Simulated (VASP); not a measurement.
# SiC (Moissanite) (P6_3mc) in VASP: notebook

The runs below take SiC (Moissanite) through single point, relaxation of cell and atoms, with LDA.

Program: VASP 6.6.1. These are calculated values, not measurements. Logs are shortened: lines on timing, memory, paths and dates and some standing lists are left out, and cuts for length are marked.

## (1) The cell of the first run

The structure is hexagonal, space group P6_3mc (No. 186). Conventional cell: a = 3.057 Å, b = 3.057 Å, c = 5.015 Å, α = 90.00°, β = 90.00°, γ = 120.00°. Within 2.5 Å of Si (site symmetry 3m) lie 4 C at 1.87 to 1.89 Å. C (site symmetry 3m) has 4 Si at 1.87 to 1.89 Å within 2.5 Å.

## (2) Single point, LDA

INCAR reads:

```
SYSTEM = SiC
PREC = Accurate
ENCUT = 520
EDIFF = 1E-7
ISMEAR = -1
SIGMA = 0.02
LREAL = .False.
LASPH = .True.
NELM = 80
ALGO = Normal
ISIF = 2
LWAVE = .False.
LCHARG = .True.
LELF = .True.
LVHAR = .True.
NBANDS = 16
```

KPOINTS reads:

```
Automatic mesh
0
Gamma
  6 6 4
  0 0 0
```

POSCAR reads:

```
SiC
1.0
    3.0569216471      0.0000000000      0.0000000000
   -1.5284608236      2.6473718038      0.0000000000
    0.0000000000      0.0000000000      5.0147996515
Si C
2 2
Direct
    0.3333333333      0.6666666667      0.0045334805
    0.6666666667      0.3333333333      0.5045334805
    0.3333333333      0.6666666667      0.3804665195
    0.6666666667      0.3333333333      0.8804665195
```

Potentials or basis: VASP PAW LDA potentials, release 64 (Si, C).

Command:

```sh
cat potpaw_LDA.64/Si/POTCAR potpaw_LDA.64/C/POTCAR > POTCAR
mpirun -np 1 vasp_std > vasp.out
```

OUTCAR:

```text
SYSTEM = SiC
   PREC = Accurate
   ENCUT = 520
   EDIFF = 1E-7
   ISMEAR = -1
   LREAL = .False.
   LASPH = .True.
   NELM = 80
   ISIF = 2

 ion  position               nearest neighbor table
   1  0.333  0.667  0.005-   4 1.87   4 1.87   4 1.87   3 1.89   2 3.07   2 3.07   2 3.07   2 3.07
                             2 3.07   2 3.07
   2  0.667  0.333  0.505-   3 1.87   3 1.87   3 1.87   4 1.89   1 3.07   1 3.07   1 3.07   1 3.07
                             1 3.07   1 3.07
   3  0.333  0.667  0.380-   2 1.87   2 1.87   2 1.87   1 1.89
   4  0.667  0.333  0.880-   1 1.87   1 1.87   1 1.87   2 1.89

  LATTYP: Found a hexagonal cell.
 ALAT       =     3.0569216471
 C/A-ratio  =     1.6404737283

  Lattice vectors:

 A1 = (   3.0569216471,   0.0000000000,   0.0000000000)
 A2 = (  -1.5284608236,   2.6473718038,   0.0000000000)
 A3 = (   0.0000000000,   0.0000000000,   5.0147996515)

Analysis of symmetry for initial positions (statically):
=====================================================================
 Subroutine PRICEL returns:
 Original cell was already a primitive cell.

 Routine SETGRP: Setting up the symmetry group for a
 hexagonal supercell.

 Subroutine GETGRP returns: Found 12 space group operations
 (whereof  6 operations were pure point group operations)
 out of a pool of 24 trial point group operations.

The static configuration has the point symmetry C_3v.
 The point group associated with its full space group is C_6v.

Analysis of symmetry for dynamics (positions and initial velocities):
=====================================================================
 Subroutine PRICEL returns:
 Original cell was already a primitive cell.

 Routine SETGRP: Setting up the symmetry group for a
 hexagonal supercell.

 Subroutine GETGRP returns: Found 12 space group operations
 (whereof  6 operations were pure point group operations)
 out of a pool of 24 trial point group operations.

The dynamic configuration has the point symmetry C_3v.
 The point group associated with its full space group is C_6v.

 Subroutine INISYM returns: Found 12 space group operations
 (whereof  6 operations are pure point group operations),
 and found     1 'primitive' translations

----------------------------------------------------------------------------------------

                                     Primitive cell

  volume of cell :      40.5838

  direct lattice vectors                    reciprocal lattice vectors
     3.056921647  0.000000000  0.000000000     0.327126474  0.188866558  0.000000000
    -1.528460824  2.647371804  0.000000000     0.000000000  0.377733116  0.000000000
     0.000000000  0.000000000  5.014799651     0.000000000  0.000000000  0.199409761

  length of vectors
     3.056921647  3.056921647  5.014799651     0.377733116  0.377733116  0.199409761

  position of ions in fractional coordinates (direct lattice)
     0.333333333  0.666666667  0.004533481
     0.666666667  0.333333333  0.504533481
     0.333333333  0.666666667  0.380466519
     0.666666667  0.333333333  0.880466519

  ion indices of the primitive-cell ions
   primitive index   ion index
                 1           1
                 2           2
                 3           3
                 4           4

----------------------------------------------------------------------------------------

 KPOINTS: Automatic mesh

Automatic generation of k-mesh.
 Grid dimensions read from file:
 generate k-points for:    6    6    4

 Generating k-lattice:

  Cartesian coordinates                     Fractional coordinates (reciprocal lattice)
     0.054521079  0.031477760  0.000000000     0.166666667  0.000000000  0.000000000
     0.000000000  0.062955519  0.000000000     0.000000000  0.166666667  0.000000000
     0.000000000  0.000000000  0.049852440     0.000000000  0.000000000  0.250000000

  Length of vectors
     0.062955519  0.062955519  0.049852440

  Shift w.r.t. Gamma in fractional coordinates (k-lattice)
     0.000000000  0.000000000  0.000000000

 Subroutine IBZKPT returns following result:
 ===========================================

 Found     21 irreducible k-points:

 Following reciprocal coordinates:
            Coordinates               Weight
  0.000000  0.000000  0.000000      1.000000
  0.166667  0.000000  0.000000      6.000000
  0.333333 -0.000000  0.000000      6.000000
  0.500000  0.000000  0.000000      3.000000
  0.166667  0.166667  0.000000      6.000000
  0.333333  0.166667  0.000000     12.000000
[... 13 lines left out ...]
  0.333333  0.166667  0.500000     12.000000
  0.333333  0.333333  0.500000      2.000000
   k-points           NKPTS =     21   k-points in BZ     NKDIM =     21   number of bands    NBANDS=     16
   number of dos      NEDOS =    301   number of ions     NIONS =      4
   total plane-waves  NPLWV =  23040
   dimension x,y,z NGX =    24 NGY =   24 NGZ =   40
   dimension x,y,z NGXF=    48 NGYF=   48 NGZF=   80
   ions per type =               2   2
   NGX,Y,Z   is equivalent  to a cutoff of  13.05, 13.05, 13.26 a.u.
   NGXF,Y,Z  is equivalent  to a cutoff of  26.10, 26.10, 26.52 a.u.
 SYSTEM =  SiC
   PREC   = accura    normal or accurate (medium, high low for compatibility)
   ISTART =      0    job   : 0-new  1-cont  2-samecut
   ICHARG =      2    charge: 1-file 2-atom 10-const
   ISPIN  =      1    spin polarized calculation?
   LNONCOLLINEAR =      F non collinear calculations
   LSORBIT =      F    spin-orbit coupling
   LASPH  =      T    aspherical Exc in radial PAW
   ENCUT  =  520.0 eV  38.22 Ry    6.18 a.u.   5.68  5.68  9.32*2*pi/ulx,y,z
   NELM   =     80;   NELMIN=  2; NELMDL= -5     # of ELM steps
   EDIFF  = 0.1E-06   stopping-criterion for ELM
   LREAL  =      F    real-space projection
   EDIFFG = 0.1E-05   stopping-criterion for IOM
   NSW    =      0    number of steps for IOM
   IBRION =     -1    ionic relax: 0-MD 1-quasi-New 2-CG
   NFREE  =      0    steps in history (QN), initial steepest desc. (CG)
   ISIF   =      2    stress and relaxation
   ISYM   =      2    0-nonsym 1-usesym 2-fastsym
   POTIM  = 0.5000    time-step for ionic-motion
   TEBEG  =    0.0;   TEEND  =   0.0 temperature during run
   PSTRESS=    0.0 pullay stress
   NELECT =      16.0000    total number of electrons
   NUPDOWN=      -1.0000    fix difference up-down
   EMIN   =  10.00;   EMAX   =-10.00  energy-range for DOS
   EFERMI =   0.00;   METHOD = LEGACY
   ISMEAR =    -1;   SIGMA  =   0.02  broadening in eV -4-tet -1-fermi 0-gaus
   EFERMI_NEDOS =   21; number of points for ismear=-14 and -15
   IALGO  =     38    algorithm
   IMIX   =      4    mixing-type and parameters
     AMIX     =   0.40;   BMIX     =  1.00
     AMIX_MAG =   1.60;   BMIX_MAG =  1.00
  volume/ion in A,a.u.               =      10.15        68.47
  Fermi-wavevector in a.u.,A,eV,Ry     =   1.200413  2.268451 19.605865  1.440990
  Thomas-Fermi vector in A             =   2.336249
   LORBIT       =      0    0 simple, 1 ext, 2 COOP (PROOUT), +10 PAW based schemes
   GGA     = CA    functional components
   LHFCALC =     F    Hartree Fock is set to
   AEXX    =    0.0000 exact exchange contribution
   IVDW    =     0    specifies the selected vdW correction
   LEPSILON=     F    determine dielectric tensor
   LRPA    =     F    only Hartree local field effects (RPA)
 non-spin polarized calculation
  energy-cutoff  :      520.00
  volume of cell :       40.58
 maximum number of plane-waves:      1105
 NGX is ok and might be reduce to    24
   NGX = 11   NGY = 11   NGZ = 19

 number of electron      15.9999998 magnetization

 Free energy of the ion-electron system (eV)
  ---------------------------------------------------
  ext. energy  EPLUGINS =         0.00000000
  ---------------------------------------------------
  free energy    TOTEN  =       -33.26514965 eV

  energy without entropy =      -33.26514965  energy(sigma->0) =      -33.26514965

 E-fermi :   8.9228     XC(G=0): -11.6315

 val. band max:        8.4345244412   @ k =   0.0000   0.0000   0.0000
 cond. band min:      10.5528096864   @ k =   0.3333   0.3333   0.0000
 fundamental gap:      2.1182852452
 Fermi energy:         8.9227556780

 k-point     1 :       0.0000    0.0000    0.0000
  band No.  band energies     occupation
      1      -7.1973      2.00000
      2      -3.5048      2.00000
      3      -0.3901      2.00000
      4       7.1074      2.00000
      5       7.1074      2.00000
      6       8.3267      2.00000
[... 8 lines left out ...]
     15      17.4110      0.00000
     16      19.7556      0.00000

 k-point     2 :       0.1667    0.0000    0.0000
  band No.  band energies     occupation
      1      -6.7093      2.00000
      2      -3.0917      2.00000
      3       0.0572      2.00000
      4       4.9147      2.00000
      5       6.4042      2.00000
      6       6.8834      2.00000
[... 8 lines left out ...]
     15      18.0143      0.00000
     16      18.3501      0.00000

 k-point     3 :       0.3333   -0.0000    0.0000
  band No.  band energies     occupation
      1      -5.3091      2.00000
      2      -2.0970      2.00000
      3       0.9413      2.00000
      4       2.0919      2.00000
      5       4.0833      2.00000
      6       5.4432      2.00000
[... 8 lines left out ...]
     15      19.3899      0.00000
     16      20.5470      0.00000

 k-point     4 :       0.5000    0.0000    0.0000
  band No.  band energies     occupation
      1      -3.7717      2.00000
      2      -2.2938      2.00000
      3       0.6461      2.00000
      4       2.1165      2.00000
      5       2.9241      2.00000
      6       5.0665      2.00000
[... 8 lines left out ...]
     15      18.8051      0.00000
     16      20.9256      0.00000
[... 267 lines left out ...]
 k-point    19 :       0.1667    0.1667    0.5000
  band No.  band energies     occupation
      1      -4.5915      2.00000
      2      -4.5915      2.00000
      3       3.0889      2.00000
      4       3.0889      2.00000
      5       5.3673      2.00000
      6       5.3673      2.00000
[... 8 lines left out ...]
     15      18.7284      0.00000
     16      18.7284      0.00000

 k-point    20 :       0.3333    0.1667    0.5000
  band No.  band energies     occupation
      1      -3.0550      2.00000
      2      -3.0550      2.00000
      3       0.8839      2.00000
      4       0.8839      2.00000
      5       4.2653      2.00000
      6       4.2653      2.00000
[... 8 lines left out ...]
     15      20.1757      0.00000
     16      20.1757      0.00000

 k-point    21 :       0.3333    0.3333    0.5000
  band No.  band energies     occupation
      1      -2.2295      2.00000
      2      -2.2295      2.00000
      3       0.6159      2.00000
      4       0.6159      2.00000
      5       2.6652      2.00000
      6       2.6652      2.00000
[... 8 lines left out ...]
     15      20.0540      0.00000
     16      20.0540      0.00000

------------------------ aborting loop because EDIFF is reached ----------------------------------------

  FORCE on cell =-STRESS in cart. coord.  units (eV):
  Direction    XX          YY          ZZ          XY          YZ          ZX
  --------------------------------------------------------------------------------------
  -------------------------------------------------------------------------------------
  Total        0.0958659      0.0958659      0.1003931     -0.0000000      0.0000000      0.0000000
  in kB        3.7846174      3.7846174      3.9633439     -0.0000000      0.0000000      0.0000000
  external PRESSURE =       3.8441929 kB  Pullay stress =       0.0000000 kB

 VOLUME and BASIS-vectors are now :
 -----------------------------------------------------------------------------
  energy-cutoff  :      520.00
  volume of cell :       40.58
      direct lattice vectors                 reciprocal lattice vectors
     3.056921647  0.000000000  0.000000000     0.327126474  0.188866558  0.000000000
    -1.528460824  2.647371804  0.000000000     0.000000000  0.377733116  0.000000000
     0.000000000  0.000000000  5.014799651     0.000000000  0.000000000  0.199409761

 POSITION                                       TOTAL-FORCE (eV/Angst)
 -----------------------------------------------------------------------------------
     -0.00000      1.76491      0.02273        -0.000000      0.000000     -0.000153
      1.52846      0.88246      2.53013         0.000000     -0.000000     -0.000153
     -0.00000      1.76491      1.90796        -0.000000      0.000000      0.000153
      1.52846      0.88246      4.41536         0.000000      0.000000      0.000153
 -----------------------------------------------------------------------------------
    total drift:                               -0.000000      0.000000     -0.000118

  FREE ENERGIE OF THE ION-ELECTRON SYSTEM (eV)
  ---------------------------------------------------
  free  energy   TOTEN  =       -33.2651496507 eV

  energy  without entropy=      -33.2651496507  energy(sigma->0) =      -33.26514965
```

Run time: 34 s. Hardware: 1 thread of AMD EPYC 7R13, shared host; peak memory 0.11 GiB.

Results:

```yaml
Free_energy: -33.2651 eV
Pressure: 0.4 GPa
Band_gap_on_the_k_mesh: 2.12 eV, indirect (least direct gap 3.90 eV)
```

A k mesh can miss the band edges. LDA gaps usually lie below the measured ones, often by a third to a half.

## (3) Relaxation of cell and atoms, LDA

This run uses another cell than the first one, of 10.34 Å³/atom, 1.019 times its volume.

INCAR reads:

```
ALGO = Normal
EDIFF = 1E-6
EDIFFG = -0.03
ENCUT = 600
GGA = CA
IBRION = 2
ISIF = 3
ISMEAR = -1
LASPH = True
LCHARG = False
LREAL = False
LWAVE = False
NELM = 100
NSW = 80
PREC = Accurate
SIGMA = 0.02
```

KPOINTS reads:

```
k-points
0
Gamma
  6 6 4
```

POSCAR reads:

```
SiC
1.0
    3.0760000000      0.0000000000      0.0000000000
   -1.5380000000      2.6638940000      0.0000000000
    0.0000000000      0.0000000000      5.0480000000
Si C
2 2
Direct
    0.3333333333      0.6666666667      0.0000000000
    0.6666666667      0.3333333333      0.5000000000
    0.3333333333      0.6666666667      0.3850000000
    0.6666666667      0.3333333333      0.8850000000
```

Potentials or basis: VASP PAW LDA potentials, release 64 (Si, C).

Command:

```sh
cat potpaw_LDA.64/Si/POTCAR potpaw_LDA.64/C/POTCAR > POTCAR
mpirun -np 1 vasp_std > vasp.out
```

Wall time 92 s (1 thread of AMD EPYC 7R13, shared host); peak memory 0.12 GiB.

The run converged. Its results:

| Quantity | Value |
| --- | --- |
| Free energy | -33.2703 eV |
| Relaxed volume | 10.15 Å³/atom |
| Relaxed cell | a = 3.056 Å, b = 3.056 Å, c = 5.019 Å, α = 90.00°, β = 90.00°, γ = 120.00° |
| Space group after relaxing (to 0.05 Å) | P6_3mc (No. 186) |
| Energy gained by relaxing | 10.9 meV/atom |
| Ionic steps | 5 |
| Pressure after relaxing | 0.2 GPa |
| Largest force after relaxing | 0.013 eV/Å |
| Band gap on the k mesh | 2.11 eV, indirect (least direct gap 3.91 eV) |

Forces in eV/Å, atoms in the order of the input:
```
Si   0.000  0.000 -0.013
Si   0.000  0.000 -0.013
C    0.000  0.000  0.013
C    0.000  0.000  0.013
```

Stress tensor (GPa, compression positive):
```
 0.33  0.00  0.00
 0.00  0.33  0.00
 0.00  0.00 -0.18
```

Step by step:
```
step  energy change (eV)  largest force (eV/Å)  pressure (GPa)  volume (Å³)
   1              0.0000                0.7268           -3.74        41.36
   2             -0.0067                0.6646            4.27        39.93
   3             -0.0413                0.0779            0.19        40.58
   4             -0.0413                0.0628            0.28        40.57
   5             -0.0438                0.0129            0.16        40.59
```

Final structure:
```
Si C
1.0
     3.05597    0.00000    0.00000
    -1.52799    2.64655    0.00000
     0.00000    0.00000    5.01914
Si C
2 2
Direct
  0.33333 0.66667 0.00467
  0.66667 0.33333 0.50467
  0.33333 0.66667 0.38033
  0.66667 0.33333 0.88033
```

Levels at points of the mesh, in eV from the valence-band top:
| k point | band 6 | band 7 | band 8 | band 9 | band 10 | band 11 |
| --- | --- | --- | --- | --- | --- | --- |
| (0.00, 0.00, 0.00) | -0.13 | 0.00 | 0.00 | 4.93 | 6.40 | 6.67 |
| (0.50, 0.00, 0.00) | -3.38 | -3.36 | -1.20 | 2.71 | 4.15 | 6.95 |
| (0.00, 0.00, 0.50) | -0.71 | -0.71 | -0.71 | 6.00 | 6.00 | 7.35 |
| (0.50, 0.00, 0.50) | -2.47 | -2.36 | -2.36 | 3.25 | 3.25 | 5.23 |
